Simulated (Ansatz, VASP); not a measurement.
## W in VASP and in Ansatz

File INCAR:

```
PREC = Accurate
ENCUT = 520
EDIFF = 1E-6
ISMEAR = 0
SIGMA = 0.15
LREAL = False
LASPH = True
NELM = 100
ALGO = Normal
ISIF = 2
LWAVE = False
LCHARG = False
GGA = PS
NBANDS = 13
```

The input KPOINTS:

```
Automatic mesh
0
Gamma
  20 20 20
```

File POSCAR:

```
W
1.0
    0.0000000000      1.9488000000      1.8676000000
    1.9488000000      0.0000000000      1.8676000000
    1.9488000000      1.9488000000      0.0000000000
W
1
Direct
    0.0000000000      0.0000000000      0.0000000000
```

Input for Ansatz:

```yaml
crystal:
  lattice:
    - [0.0, 1.9488, 1.8676]
    - [1.9488, 0.0, 1.8676]
    - [1.9488, 1.9488, 0.0]
  atoms:
    - { symbol: W, position: [0.0, 0.0, 0.0] }
basis:
  ecutwfc: 420
kpoints:
  mp_grid: { grid: [20, 20, 20] }
hamiltonian:
  xc: pbesol
scf:
  occupations: { method: gaussian, width: 0.15 }
output:
  forces: true
  stress: true
  eigenvalues: true
```

Change from the starting cell: strain -0.040 along x and y, -0.080 along z, atoms carried along.

Alike in both runs: task single point; functional PBEsol; k mesh 20 × 20 × 20; occupations gaussian, width 0.15 eV; no spin polarisation.

|  | VASP | Ansatz |
| --- | --- | --- |
| version | VASP 6.6.1 | Ansatz 0.2.0 |
| potentials or method | VASP PAW PBE potentials, release 64 (W_sv), cutoff 520 eV | scalar-relativistic, plane waves, PAW |
| valence electrons in the cell | 14 | 14 |

```csv
,VASP,Ansatz,Ansatz less VASP
gap on the k mesh at the Fermi level (eV),none,none,-
pressure (GPa),46.6,45.1,-1.51
"traceless stress, the component that is largest in VASP (GPa)",-9.93,-9.74,+0.198
```

VASP's potentials were made for PBE, not for PBEsol. A gap of «none» marks a metal or a gap that the smearing closes. Both programs put the cell under a high pressure, so it lies far from rest at this level. The functional is the same, so the differences come from potentials, cutoffs and numerics.

Neither program's run includes spin-orbit coupling.
